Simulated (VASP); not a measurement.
The system is SnO.

```
CELL_PARAMETERS angstrom
0.00000 2.70821 2.70821
2.70821 0.00000 2.70821
2.70821 2.70821 0.00000
ATOMIC_POSITIONS crystal
Sn 0.00000 0.00000 0.00000
O 0.25000 0.25000 0.25000
```

Base run:

```yaml
Program: VASP 6.6.1
Functional: PBE
Potentials_or_basis: VASP PAW PBE potentials, release 64 (Sn_d, O)
Cutoff: 520 eV
k_mesh: 8 × 8 × 8
Occupations: fermi-dirac, width 0.02 eV
Spin: no spin polarisation
```

Its results: band gap on the k mesh zero (band 10 reaches 6.18 eV, above the bottom of band 11 at 5.99 eV); pressure 2.4 GPa.

Q: The run is repeated on the same cell with these changes: functional from PBE to LDA; potentials or basis from VASP PAW PBE potentials, release 64 (Sn_d, O) to VASP PAW LDA potentials, release 64 (Sn_d, O). What comes out?

A: Band gap on the k mesh zero (band 10 reaches 5.81 eV, above the bottom of band 11 at 5.61 eV); pressure -3.1 GPa.

Caveats: spin-orbit coupling is left out, which moves the levels of the heavy elements.
